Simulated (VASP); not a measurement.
# Ni4H8NO8 (a cell with a defect): single point with LDA

Ni4H8NO8 (a cell with a defect):

```
Ni H O N
1.0
     6.28818    0.00000    0.00000
     3.14332    5.45288    0.00000
     0.46565    0.24184    6.69998
Ni H O N
4 8 8 1
Direct
  0.06857 0.45812 0.98973
  0.04768 0.94293 0.99879
  0.55328 0.45181 0.00958
  0.55403 0.93619 0.01316
  0.36300 0.27736 0.28491
  0.26623 0.09679 0.70915
  0.35286 0.71216 0.26291
  0.29992 0.53714 0.72878
  0.77784 0.33127 0.27002
  0.70770 0.20056 0.72815
  0.99642 0.73580 0.24636
  0.61963 0.65496 0.75706
  0.37483 0.26938 0.13888
  0.22962 0.10063 0.85576
  0.37162 0.77180 0.12506
  0.25645 0.57301 0.86361
  0.86476 0.28445 0.13315
  0.74070 0.12925 0.86267
  0.89178 0.76002 0.13684
  0.73201 0.62660 0.85966
  0.58871 0.43819 0.49693
```

| Property | Result |
| --- | --- |
| Program | VASP 6.6.1 |
| Task | single point |
| Functional | LDA |
| Potentials or basis | VASP PAW LDA potentials, release 64 (Ni_sv_GW, H, O, N) |
| Cutoff | 520 eV |
| k mesh | 2 × 2 × 1 |
| Occupations | fermi-dirac, width 0.05 eV |
| Spin | collinear spin, ferromagnetic start |
| Starting moments | [1.38, 1.33, 0.72, 1.38, 0.0, 0.0, 0.0, 0.0, 0.0, 0.0, 0.0, 0.0, 0.08, 0.07, 0.08, 0.07, 0.08, 0.07, 0.07, 0.09, 1.15] μB |

* Pressure: -5.7 GPa
* Largest force: 3.440 eV/Å
* Net moment: 5.22 μB per cell
* Site moments: Ni +1.32, +1.22, +0.03, +1.48; H +0.00, +0.01 (each value once); O +0.11, +0.17, +0.04, +0.13, +0.12 (each value once); N +0.05 μB
* Valence electrons inside the program's atomic spheres: Ni 16.23, 16.20, 16.26, 16.16; H 0.71, 0.69, 0.68, 0.80, 0.66, 0.73, 0.74 (each value once); O 5.05, 5.03, 5.06, 5.13, 5.02, 5.08 (each value once); N 3.34

Forces in eV/Å, atoms in the order of the input:
```
Ni  -2.584 -2.011  0.515
Ni   0.502  0.848 -1.057
Ni   0.162 -1.540 -1.183
Ni   0.199  0.687 -0.485
H    0.165 -0.071  0.259
H   -0.344  0.049  0.687
H    0.854  0.065  0.606
H    0.696 -0.654 -3.305
H    0.160 -0.016  1.250
H    0.134  0.562 -2.132
H   -0.504  0.056  0.981
H   -0.281 -0.258 -1.834
O    0.301 -0.135 -0.027
O    0.618  0.346 -0.117
O   -0.956 -0.393  0.544
O    0.862  1.758  2.308
O    0.338  0.441 -0.321
O   -0.747 -0.282  2.400
O    0.654  0.255 -0.589
O    0.211  0.386  1.582
N   -0.438 -0.094 -0.079
```

Stress tensor (GPa, compression positive):
```
-8.80  1.30  0.46
 1.30 -8.99 -0.80
 0.46 -0.80  0.80
```

Levels at points of the mesh, in eV from the Fermi level:
Spin up:
| k point | band 66 | band 67 | band 68 | band 69 | band 70 | band 71 | band 72 | band 73 |
| --- | --- | --- | --- | --- | --- | --- | --- | --- |
| (0.00, 0.00, 0.00) | -0.33 | -0.17 | -0.10 | 0.03 | 0.04 | 0.30 | 0.57 | 1.98 |
| (0.50, 0.00, 0.00) | -0.62 | -0.60 | -0.31 | -0.11 | 0.11 | 0.19 | 0.32 | 3.30 |
| (0.00, 0.50, 0.00) | -0.56 | -0.38 | -0.20 | -0.13 | 0.07 | 0.16 | 0.27 | 3.44 |
| (0.50, 0.50, 0.00) | -0.55 | -0.43 | -0.27 | -0.15 | -0.06 | 0.18 | 0.45 | 3.47 |
Spin down:
| k point | band 60 | band 61 | band 62 | band 63 | band 64 | band 65 | band 66 | band 67 | band 68 | band 69 |
| --- | --- | --- | --- | --- | --- | --- | --- | --- | --- | --- |
| (0.00, 0.00, 0.00) | -0.81 | -0.78 | -0.56 | -0.35 | 0.05 | 0.21 | 0.25 | 0.53 | 0.84 | 0.91 |
| (0.50, 0.00, 0.00) | -0.78 | -0.66 | -0.59 | -0.56 | -0.01 | 0.12 | 0.26 | 0.54 | 0.61 | 0.72 |
| (0.00, 0.50, 0.00) | -0.79 | -0.74 | -0.56 | -0.41 | -0.09 | 0.05 | 0.34 | 0.56 | 0.65 | 0.71 |
| (0.50, 0.50, 0.00) | -0.72 | -0.64 | -0.57 | -0.37 | -0.08 | -0.03 | 0.22 | 0.49 | 0.66 | 0.84 |

Run time: 39 min on 1 thread of Intel(R) Xeon(R) Platinum 8259CL CPU @ 2.50GHz (Skylake/Cascade Lake), on a shared host, peak memory 0.39 GiB.

Caveat: the k points lie up to 0.94 Å⁻¹ apart, too coarse for converged energies, forces and pressures. With open d or f shells a metallic result of LDA can be an artefact of self-interaction; +U or a hybrid may open a gap.
